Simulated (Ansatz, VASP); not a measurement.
# Na: VASP beside Ansatz

```
Na
1.0
    -2.08888    2.08888    2.08888
     2.08888   -2.08888    2.08888
     2.08888    2.08888   -2.08888
Na
1
Direct
  0.00000 0.00000 0.00000
```

Change from the starting cell: volume scaled by 0.96, PAW files.

Alike in both runs: task electric field gradients; functional PBE; k mesh 12 × 12 × 12; occupations fermi-dirac, width 0.05 eV; no spin polarisation.

|  | VASP | Ansatz |
| --- | --- | --- |
| version | VASP 6.6.1 | Ansatz 0.2.0 |
| potentials or method | VASP PAW PBE potentials, release 64 (Na_pv) | PAW with Ansatz's default frozen-core files, scalar-relativistic |
| plane-wave cutoff (eV) | 400 | 420 |
| valence electrons in the cell | 7 | 9 |

|  | VASP | Ansatz | Ansatz less VASP |
| --- | --- | --- | --- |
| pressure (GPa) | -0.1 | 0.1 | +0.19 |

VASP's potentials hold 7 valence electrons a cell and Ansatz's 9, so a difference there can come from the potentials and not from the codes.
